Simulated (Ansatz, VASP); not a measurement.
**Ag: VASP beside Ansatz**

```
CELL_PARAMETERS angstrom
0.00000 1.94094 1.99202
1.94094 0.00000 1.99202
1.94094 1.94094 0.00000
ATOMIC_POSITIONS crystal
Ag 0.00000 0.00000 0.00000
```

Change from the starting cell: strain -0.050 along x and y, -0.025 along z, atoms carried along.

Alike in both runs: task single point; functional r2SCAN; k mesh 20 × 20 × 20; occupations gaussian, width 0.15 eV; no spin polarisation.

|  | VASP | Ansatz |
| --- | --- | --- |
| version | VASP 6.6.1 | Ansatz 0.2.0 |
| potentials or method | VASP PAW PBE potentials, release 64 (Ag), cutoff 520 eV | scalar-relativistic, plane waves, PAW |
| valence electrons in the cell | 11 | 19 |

VASP gave:

| Quantity | Value |
| --- | --- |
| gap on the k mesh at the Fermi level (eV) | none |
| pressure (GPa) | 22.4 |
| traceless stress, the component that is largest in VASP (GPa) | -1.17 |

Q: Which values does Ansatz return?

A: gap on the k mesh at the Fermi level (eV): none; pressure (GPa): 21.9; traceless stress, the component that is largest in VASP (GPa): -1.16.

VASP's potentials were made for PBE, not for r2SCAN. A gap of «none» marks a metal or a gap that the smearing closes. VASP's potentials hold 11 valence electrons a cell and Ansatz's 19, so a difference there can come from the potentials and not from the codes.
